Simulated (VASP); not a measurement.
Set up this calculation in VASP 6.6.1, as the native input.

```yaml
Task: single point
Functional: LDA
Potentials_or_basis: VASP PAW LDA potentials, release 64 (Co)
Cutoff: 520 eV
k_mesh: 14 × 14 × 4
Occupations: fermi-dirac, width 0.1 eV
Spin: no spin polarisation
Dipole_correction: no
Further_INCAR_settings: ALGO = Normal; EDIFF = 1e-06; NBANDS = 26
```

The structure of Co lies in POSCAR:

```
Co
1.0
    2.3903467482      0.0000000000      0.0000000000
   -1.1951733741      2.0701010078      0.0000000000
    0.0000000000      0.0000000000      7.7809171321
Co
4
Direct
    1.0000000000      1.0000000000      0.0000000000
    1.0000000000      1.0000000000      0.5000000000
    0.3333333333      0.6666666667      0.2500000000
    0.6666666667      0.3333333333      0.7500000000
```

These files were run (other wordings do the same):

INCAR

```
  ALGO = Normal
  EDIFF = 1E-6
  ENCUT = 520
  GGA = CA
  ISIF = 2
  ISMEAR = -1
  LASPH = T
  LCHARG = F
  LREAL = F
  LWAVE = F
  NBANDS = 26
  NELM = 100
  PREC = Accurate
  SIGMA = 0.1
```

KPOINTS

```
k-points
0
Gamma
  14 14 4
```

Potentials or basis: VASP PAW LDA potentials, release 64 (Co).

Launch:

```console
$ cat potpaw_LDA.64/Co/POTCAR > POTCAR
$ mpirun -np 1 vasp_std > vasp.out
```

It gave:

- Pressure: -0.9 GPa
- Band gap on the k mesh: zero (band 18 reaches 12.27 eV, above the bottom of band 19 at 10.96 eV)

Caveat: the run has no spin polarisation, though such a crystal can be magnetic.

Run time: 41 s on 1 thread of Intel(R) Xeon(R) Platinum 8488C (Sapphire Rapids), with other jobs on the host, peak memory 0.17 GiB.
